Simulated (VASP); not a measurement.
Write the native input for VASP 6.6.1 that does the following.

| Property | Result |
| --- | --- |
| Task | relaxation of cell and atoms |
| Functional | LDA |
| Potentials or basis | VASP PAW LDA potentials, release 64 (Si, B) |
| Cutoff | 600 eV |
| k mesh | 6 × 6 × 4 |
| Occupations | fermi-dirac, width 0.0166 eV |
| Spin | no spin polarisation |
| Dipole correction | no |
| Further INCAR settings | ALGO = Normal; EDIFF = 1e-07; IBRION = 2; EDIFFG = -0.03; NSW = 80; ISIF = 3 |

The structure of SiB2 lies in POSCAR:

```
SiB2
1.0
    1.4863900000      2.5745000000      0.0000000000
   -1.4863900000      2.5745000000      0.0000000000
    0.0000000000      0.0000000000      7.6656730000
Si B
2 4
Direct
    0.3333000000      0.3334000000      0.2500000000
    0.6666000000      0.6667000000      0.7500000000
    0.3333000000      0.3334000000      0.5480000000
    0.6666000000      0.6667000000      0.0480000000
    0.3333000000      0.3334000000      0.9520000000
    0.6667000000      0.6667000000      0.4520000000
```

The input as run:

INCAR

```
SYSTEM = SiB2
ALGO = Normal
EDIFF = 1E-7
EDIFFG = -0.03
ENCUT = 600
GGA = CA
IBRION = 2
ISIF = 3
ISMEAR = -1
LASPH = .True.
LCHARG = .False.
LREAL = .False.
LWAVE = .False.
NELM = 60
NSW = 80
PREC = Accurate
SIGMA = 0.0166
```

KPOINTS

```
k-points
0
Gamma
  6 6 4
  0 0 0
```

Potentials or basis: VASP PAW LDA potentials, release 64 (Si, B).

Run with:

```bash
$ cat potpaw_LDA.64/Si/POTCAR potpaw_LDA.64/B/POTCAR > POTCAR
$ mpirun -np 1 vasp_std > vasp.out
```

It gave:

```json
{
 "Relaxed volume": "9.01 Å³/atom",
 "Relaxed cell": "a = 2.951 Å, b = 2.951 Å, c = 7.164 Å, α = 90.00°, β = 90.00°, γ = 60.00°",
 "Space group after relaxing (to 0.05 Å)": "P6_3/mmc (No. 194)",
 "Energy gained by relaxing": "230.7 meV/atom",
 "Ionic steps": "12",
 "Pressure after relaxing": "-0.1 GPa",
 "Largest force after relaxing": "0.003 eV/Å",
 "Band gap on the k mesh": "zero (band 10 reaches 12.97 eV, above the bottom of band 11 at 6.87 eV)"
}
```

Caveat: the k points lie up to 0.41 Å⁻¹ apart in the final cell.

It took 10 min on 1 thread of Intel Xeon 8259CL (shared host), peak memory 0.21 GiB.
